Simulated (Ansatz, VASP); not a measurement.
One calculation of Mo, two programs

```xyz
1
Lattice="2.6945 0.0000 0.0000 -1.3472 2.3335 0.0000 0.0000 0.0000 2.5169" Properties=species:S:1:pos:R:3 pbc="T T T"
Mo    0.0000    0.0000    1.2584
```

Change from the starting cell: strain -0.015 along x and y, -0.015 along z, atoms carried along.

Alike in both runs: task single point; functional LDA; k mesh 18 × 18 × 18; occupations gaussian, width 0.15 eV; no spin polarisation.

|  | VASP | Ansatz |
| --- | --- | --- |
| version | VASP 6.6.1 | Ansatz 0.2.0 |
| potentials or method | VASP PAW LDA potentials, release 64 (Mo_sv), cutoff 520 eV | scalar-relativistic, plane waves, PAW |
| valence electrons in the cell | 14 | 14 |

Ansatz gave:

```
gap on the k mesh at the Fermi level (eV)                     : none
pressure (GPa)                                                : 2.2
traceless stress, the component that is largest in VASP (GPa) : -5.72
```

Problem. What did VASP give for the same quantities?

Solution. gap on the k mesh at the Fermi level (eV): none; pressure (GPa): 3.3; traceless stress, the component that is largest in VASP (GPa): -5.59.

LDA's correlation is that of Perdew and Zunger in VASP and of Perdew and Wang (1992) in Ansatz. A gap of «none» marks a metal or a gap that the smearing closes.
